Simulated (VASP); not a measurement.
# As (R-3m) in VASP: notebook

The runs below take As through single point, with r2SCAN, HSE06.

Program: VASP 6.6.1. These are calculated values, not measurements. Logs are shortened: lines on timing, memory, paths and dates and some standing lists are left out, and cuts for length are marked.

## Step 1: The cell of the first run

The structure is trigonal, space group R-3m (No. 166). Conventional cell: a = 3.762 Å, b = 3.762 Å, c = 10.542 Å, α = 90.00°, β = 90.00°, γ = 120.00°. Within 3.3 Å of As (site symmetry 3m) lie 6 As at 2.51 to 3.14 Å.

## Step 2: Single point, r2SCAN

POSCAR

```
As
1.0
    1.8807968987      1.0858785957      3.5140619945
   -1.8807968987      1.0858785957      3.5140619945
    0.0000000000     -2.1717571915      3.5140619945
As
2
Direct
    0.2260000000      0.2260000000      0.2260000000
    0.7740000000      0.7740000000      0.7740000000
```

INCAR.step1

```
PREC     = Accurate       # precision mode
ENCUT    = 520            # plane-wave cutoff, eV
ISMEAR   = 1              # smearing method
SIGMA    = 0.05           # smearing width, eV
LREAL    = False          # projectors in reciprocal space
LASPH    = True           # aspherical terms in the spheres
NELM     = 60             # most SCF steps
NBANDS   = 12             # bands
GGA      = PE             # functional
ALGO     = Normal         # electronic algorithm
EDIFF    = 1E-4           # SCF threshold, eV
LWAVE    = True           # write WAVECAR
LCHARG   = False          # write CHGCAR
```

INCAR.step2

```
PREC     = Accurate       # precision mode
ENCUT    = 520            # plane-wave cutoff, eV
EDIFF    = 1E-7           # SCF threshold, eV
ISMEAR   = 1              # smearing method
SIGMA    = 0.05           # smearing width, eV
LREAL    = False          # projectors in reciprocal space
LASPH    = True           # aspherical terms in the spheres
NELM     = 60             # most SCF steps
ALGO     = Normal         # electronic algorithm
ISIF     = 2              # what is computed and relaxed
LWAVE    = False          # write WAVECAR
LCHARG   = True           # write CHGCAR
METAGGA  = R2SCAN         # meta-GGA
LMIXTAU  = True         
LELF     = True           # ELF
LVHAR    = True         
NBANDS   = 12             # bands
ISTART   = 1
```

KPOINTS

```
Automatic mesh
0
Gamma
  14 14 14
```

Potentials or basis: VASP PAW PBE potentials, release 64 (As).

Command:

```
$ cat potpaw_PBE.64/As/POTCAR > POTCAR
$ cp INCAR.step1 INCAR
$ mpirun -np 1 vasp_std > vasp.out
$ cp INCAR.step2 INCAR
$ mpirun -np 1 vasp_std > vasp.out
```

OUTCAR:

```text
PREC = Accurate
   ENCUT = 520
   EDIFF = 1E-7
   ISMEAR = 1
   LREAL = False
   LASPH = True
   NELM = 60
   ISIF = 2
   METAGGA = R2SCAN
   ISTART = 1

 ion  position               nearest neighbor table
   1  0.226  0.226  0.226-   2 2.51   2 2.51   2 2.51
   2  0.774  0.774  0.774-   1 2.51   1 2.51   1 2.51

  LATTYP: Found a trigonal (rhomboedric) cell.
 ALAT       =     4.1310000000
 COS(alpha) =     0.5854247172

  Lattice vectors:

 A1 = (   1.8807968987,   1.0858785957,   3.5140619945)
 A2 = (  -1.8807968987,   1.0858785957,   3.5140619945)
 A3 = (   0.0000000000,  -2.1717571915,   3.5140619945)

Analysis of symmetry for initial positions (statically):
=====================================================================
 Subroutine PRICEL returns:
 Original cell was already a primitive cell.

 Routine SETGRP: Setting up the symmetry group for a
 trigonal (rhombohedral) supercell.

 Subroutine GETGRP returns: Found 12 space group operations
 (whereof 12 operations were pure point group operations)
 out of a pool of 12 trial point group operations.

The static configuration has the point symmetry D_3d.

Analysis of symmetry for dynamics (positions and initial velocities):
=====================================================================
 Subroutine PRICEL returns:
 Original cell was already a primitive cell.

 Routine SETGRP: Setting up the symmetry group for a
 trigonal (rhombohedral) supercell.

 Subroutine GETGRP returns: Found 12 space group operations
 (whereof 12 operations were pure point group operations)
 out of a pool of 12 trial point group operations.

The dynamic configuration has the point symmetry D_3d.

 Subroutine INISYM returns: Found 12 space group operations
 (whereof 12 operations are pure point group operations),
 and found     1 'primitive' translations

----------------------------------------------------------------------------------------

                                     Primitive cell

  volume of cell :      43.0610

  direct lattice vectors                    reciprocal lattice vectors
     1.880796899  1.085878596  3.514061995     0.265844760  0.153485544  0.094856987
    -1.880796899  1.085878596  3.514061995    -0.265844760  0.153485544  0.094856987
     0.000000000 -2.171757191  3.514061995     0.000000000 -0.306971087  0.094856987

  length of vectors
     4.131000000  4.131000000  4.131000000     0.321292852  0.321292852  0.321292852

[... 89 lines left out ...]
   TEBEG  =    0.0;   TEEND  =   0.0 temperature during run
   PSTRESS=    0.0 pullay stress
   NELECT =      10.0000    total number of electrons
   NUPDOWN=      -1.0000    fix difference up-down
   EMIN   =  10.00;   EMAX   =-10.00  energy-range for DOS
   EFERMI =   0.00;   METHOD = LEGACY
   ISMEAR =     1;   SIGMA  =   0.05  broadening in eV -4-tet -1-fermi 0-gaus
   EFERMI_NEDOS =   21; number of points for ismear=-14 and -15
   IALGO  =     38    algorithm
   IMIX   =      4    mixing-type and parameters
     AMIX     =   0.40;   BMIX     =  1.00
     AMIX_MAG =   1.60;   BMIX_MAG =  1.00
  volume/ion in A,a.u.               =      21.53       145.29
  Fermi-wavevector in a.u.,A,eV,Ry     =   1.006268  1.901570 13.776916  1.012575
  Thomas-Fermi vector in A             =   2.138999
   LORBIT       =      0    0 simple, 1 ext, 2 COOP (PROOUT), +10 PAW based schemes
   METAGGA = R2SCAN    functional components
   LHFCALC =     F    Hartree Fock is set to
   AEXX    =    0.0000 exact exchange contribution
   IVDW    =     0    specifies the selected vdW correction
   LEPSILON=     F    determine dielectric tensor
   LRPA    =     F    only Hartree local field effects (RPA)
 non-spin polarized calculation
 Methfessel and Paxton  Order N= 1 SIGMA  =   0.05
  energy-cutoff  :      520.00
  volume of cell :       43.06
 maximum number of plane-waves:      1177
   NGX = 15   NGY = 15   NGZ = 15

 number of electron      10.0000000 magnetization

 Free energy of the ion-electron system (eV)
  ---------------------------------------------------
  ext. energy  EPLUGINS =         0.00000000
  ---------------------------------------------------
  free energy    TOTEN  =       -29.37538304 eV

  energy without entropy =      -29.37534835  energy(sigma->0) =      -29.37537148

 E-fermi :   5.4530     XC(G=0): -10.3990

 val. band max:        5.4383915468   @ k =   0.3571   0.1429   0.1429
 cond. band min:       5.4578393857   @ k =   0.4286   0.2857   0.2857
 fundamental gap:      0.0194478388
 Fermi energy:         5.4529719358

 k-point     1 :       0.0000    0.0000    0.0000
  band No.  band energies     occupation
      1     -10.4385      2.00000
      2      -0.5672      2.00000
      3       2.6880      2.00000
      4       3.0818      2.00000
      5       3.0818      2.00000
      6       7.0435      0.00000
      7       8.3452      0.00000
      8       8.3452      0.00000
      9      12.6613      0.00000
     10      12.6613      0.00000
     11      13.2878      0.00000
     12      14.6000      0.00000
[... 331 lines left out ...]
 k-point    24 :       0.2857    0.1429   -0.0000
  band No.  band energies     occupation
      1      -9.4772      2.00000
      2      -3.0318      2.00000
      3       1.4285      2.00000
      4       1.9487      2.00000
      5       4.0337      2.00000
      6       6.8802      0.00000
      7       8.1364      0.00000
      8       8.6837      0.00000
      9      10.8490      0.00000
     10      13.6777      0.00000
     11      14.6487      0.00000
     12      16.6445      0.00000

 [... further k-points ...]

------------------------ aborting loop because EDIFF is reached ----------------------------------------

  FORCE on cell =-STRESS in cart. coord.  units (eV):
  Direction    XX          YY          ZZ          XY          YZ          ZX
  --------------------------------------------------------------------------------------
  -------------------------------------------------------------------------------------
  Total        0.5079126      0.5079126      0.6205000      0.0000000     -0.0000000      0.0000000
  in kB       18.8979956     18.8979956     23.0870539      0.0000000     -0.0000000      0.0000000
  external PRESSURE =      20.2943484 kB  Pullay stress =       0.0000000 kB

 VOLUME and BASIS-vectors are now :
 -----------------------------------------------------------------------------
  energy-cutoff  :      520.00
  volume of cell :       43.06
      direct lattice vectors                 reciprocal lattice vectors
     1.880796899  1.085878596  3.514061995     0.265844760  0.153485544  0.094856987
    -1.880796899  1.085878596  3.514061995    -0.265844760  0.153485544  0.094856987
     0.000000000 -2.171757191  3.514061995     0.000000000 -0.306971087  0.094856987

 POSITION                                       TOTAL-FORCE (eV/Angst)
 -----------------------------------------------------------------------------------
      0.00000     -0.00000      2.38253         0.000000     -0.000000      0.199443
      0.00000     -0.00000      8.15965         0.000000      0.000000     -0.199443
 -----------------------------------------------------------------------------------
    total drift:                               -0.000000     -0.000000      0.000000

  FREE ENERGIE OF THE ION-ELECTRON SYSTEM (eV)
  ---------------------------------------------------
  free  energy   TOTEN  =       -29.3753830420 eV

  energy  without entropy=      -29.3753483521  energy(sigma->0) =      -29.37537148
```

OUTCAR.step1:

```text
PREC = Accurate
   ENCUT = 520
   ISMEAR = 1
   LREAL = False
   LASPH = True
[... 582 lines left out ...]
      0.00000     -0.00000      2.38253         0.000000     -0.000000      0.485249
      0.00000     -0.00000      8.15965         0.000000      0.000000     -0.485249
 -----------------------------------------------------------------------------------
    total drift:                               -0.000000     -0.000000      0.000000

  FREE ENERGIE OF THE ION-ELECTRON SYSTEM (eV)
  ---------------------------------------------------
  free  energy   TOTEN  =        -9.3123383385 eV

  energy  without entropy=       -9.3123101382  energy(sigma->0) =       -9.31232894
```

OSZICAR.step1:

```text
N       E                     dE             d eps       ncg     rms          rms(c)
DAV:   1     0.290285323099E+02    0.29029E+02   -0.41969E+03  6912   0.694E+02
DAV:   2    -0.768652732030E+01   -0.36715E+02   -0.35088E+02  9236   0.111E+02
DAV:   3    -0.932287974162E+01   -0.16364E+01   -0.16295E+01  8720   0.240E+01
DAV:   4    -0.933122017013E+01   -0.83404E-02   -0.83397E-02  7792   0.192E+00
DAV:   5    -0.933124125071E+01   -0.21081E-04   -0.21080E-04  8728   0.105E-01    0.341E+00
DAV:   6    -0.931837700416E+01    0.12864E-01   -0.67757E-03  7864   0.487E-01    0.206E+00
DAV:   7    -0.931217150539E+01    0.62055E-02   -0.14667E-02  8008   0.739E-01    0.848E-02
DAV:   8    -0.931228676489E+01   -0.11526E-03   -0.61390E-04  8200   0.148E-01    0.359E-02
DAV:   9    -0.931233833845E+01   -0.51574E-04   -0.69342E-05  5536   0.527E-02
   1 F= -.93123383E+01 E0= -.93123289E+01  d E =-.282003E-04
```

Run time: 3.6 min. Hardware: 1 thread of Intel Xeon 6975P-C (Granite Rapids), shared host; peak memory 0.27 GiB.

Results:

```
Free energy            : -29.3754 eV
Pressure               : 2.0 GPa
Largest force          : 0.199 eV/Å
Band gap on the k mesh : zero (bands 5 and 6 overlap by 0.46 eV)
```

Forces in eV/Å, atoms in the order of the input:
```
As   0.000  0.000  0.199
As   0.000  0.000 -0.199
```

Stress tensor (GPa, compression positive):
```
1.89 0.00 0.00
0.00 1.89 0.00
0.00 0.00 2.31
```

Caveat: the PAW data sets were made with another functional, which shifts forces and pressure a little.

## Step 3: Single point, r2SCAN

This run uses another cell than the first one, of 21.10 Å³/atom.

POSCAR

```
As
1.0
    1.8681737204      1.0785906003      3.4904769752
   -1.8681737204      1.0785906003      3.4904769752
    0.0000000000     -2.1571812007      3.4904769752
As
2
Direct
    0.2260000000      0.2260000000      0.2260000000
    0.7740000000      0.7740000000      0.7740000000
```

INCAR.step1

```
PREC = Accurate
ENCUT = 660
ISMEAR = -1
SIGMA = 0.05
LREAL = F
LASPH = T
NELM = 120
NBANDS = 22
GGA = PE
ALGO = Normal
EDIFF = 1E-5
LWAVE = T
LCHARG = F
GGA_COMPAT = F
```

INCAR.step2

```
PREC = Accurate
ENCUT = 660
EDIFF = 1E-6
ISMEAR = -1
SIGMA = 0.05
LREAL = F
LASPH = T
NELM = 120
ALGO = Normal
ISIF = 2
LWAVE = F
LCHARG = F
METAGGA = R2SCAN
LMIXTAU = T
NBANDS = 22
ISTART = 1
GGA_COMPAT = F
```

KPOINTS

```
Automatic mesh
0
Gamma
  9 9 9
```

Potentials or basis: VASP PAW PBE potentials, release 64 (As_d).

Command:

```
$ cat potpaw_PBE.64/As_d/POTCAR > POTCAR
$ cp INCAR.step1 INCAR
$ mpirun -np 1 vasp_std > vasp.out
$ cp INCAR.step2 INCAR
$ mpirun -np 1 vasp_std > vasp.out
```

OUTCAR:

```text
PREC = Accurate
   ENCUT = 660
   EDIFF = 1E-6
   ISMEAR = -1
   LREAL = F
   LASPH = T
   NELM = 120
   ISIF = 2
   METAGGA = R2SCAN
   ISTART = 1

 ion  position               nearest neighbor table
   1  0.226  0.226  0.226-   2 2.49   2 2.49   2 2.49
   2  0.774  0.774  0.774-   1 2.49   1 2.49   1 2.49

  LATTYP: Found a trigonal (rhomboedric) cell.
 ALAT       =     4.1032743324
 COS(alpha) =     0.5854247172

  Lattice vectors:

[... 784 lines left out ...]
 [... further k-points ...]

------------------------ aborting loop because EDIFF is reached ----------------------------------------

  FORCE on cell =-STRESS in cart. coord.  units (eV):
  Direction    XX          YY          ZZ          XY          YZ          ZX
  --------------------------------------------------------------------------------------
  -------------------------------------------------------------------------------------
  Total        0.9608908      0.9608908      0.9183850      0.0000000     -0.0000000     -0.0000000
  in kB       36.4816695     36.4816695     34.8678740      0.0000000     -0.0000000     -0.0000000
  external PRESSURE =      35.9437376 kB  Pullay stress =       0.0000000 kB

 VOLUME and BASIS-vectors are now :
 -----------------------------------------------------------------------------
  energy-cutoff  :      660.00
  volume of cell :       42.20
      direct lattice vectors                 reciprocal lattice vectors
     1.868173720  1.078590600  3.490476975     0.267641063  0.154522640  0.095497932
    -1.868173720  1.078590600  3.490476975    -0.267641063  0.154522640  0.095497932
     0.000000000 -2.157181201  3.490476975     0.000000000 -0.309045279  0.095497932

 POSITION                                       TOTAL-FORCE (eV/Angst)
 -----------------------------------------------------------------------------------
      0.00000     -0.00000      2.36654         0.000000     -0.000000      0.313310
      0.00000     -0.00000      8.10489         0.000000      0.000000     -0.313310
 -----------------------------------------------------------------------------------
    total drift:                               -0.000000      0.000000     -0.000000

  FREE ENERGIE OF THE ION-ELECTRON SYSTEM (eV)
  ---------------------------------------------------
  free  energy   TOTEN  =       -29.4339472348 eV

  energy  without entropy=      -29.4324177725  energy(sigma->0) =      -29.43318250
```

OSZICAR.step1:

```text
N       E                     dE             d eps       ncg     rms          rms(c)
DAV:   1     0.216821487802E+03    0.21682E+03   -0.15027E+04  4854   0.736E+03
DAV:   2     0.226257989833E+02   -0.19420E+03   -0.18380E+03  3824   0.969E+02
DAV:   3    -0.770766258557E+01   -0.30333E+02   -0.29621E+02  4148   0.157E+02
DAV:   4    -0.931073707931E+01   -0.16031E+01   -0.15997E+01  4316   0.411E+01
DAV:   5    -0.934201995648E+01   -0.31283E-01   -0.31281E-01  4262   0.706E+00    0.415E+00
DAV:   6    -0.932455480136E+01    0.17465E-01   -0.11345E-02  4830   0.132E+00    0.246E+00
DAV:   7    -0.931579656489E+01    0.87582E-02   -0.13995E-02  5362   0.115E+00    0.107E-01
DAV:   8    -0.931603556403E+01   -0.23900E-03   -0.10756E-03  4444   0.418E-01    0.371E-02
DAV:   9    -0.931608467785E+01   -0.49114E-04   -0.79879E-05  3648   0.758E-02    0.764E-03
DAV:  10    -0.931608679670E+01   -0.21188E-05   -0.92567E-06  2878   0.546E-02
   1 F= -.93160868E+01 E0= -.93153343E+01  d E =-.150509E-02
```

Run time: 2.5 min. Hardware: 1 thread of Intel Xeon 6975P-C (Granite Rapids), shared host; peak memory 0.27 GiB.

Results:

```yaml
Free_energy: -29.4339 eV
Pressure: 3.6 GPa
Largest_force: 0.313 eV/Å
Band_gap_on_the_k_mesh: zero (bands 15 and 16 overlap by 0.09 eV)
```

Forces in eV/Å, atoms in the order of the input:
```
As   0.000  0.000  0.313
As   0.000  0.000 -0.313
```

Caveat: the cell stands under pressure; the PAW data sets were made with another functional, which shifts forces and pressure a little.

[end of part 1 of 2]
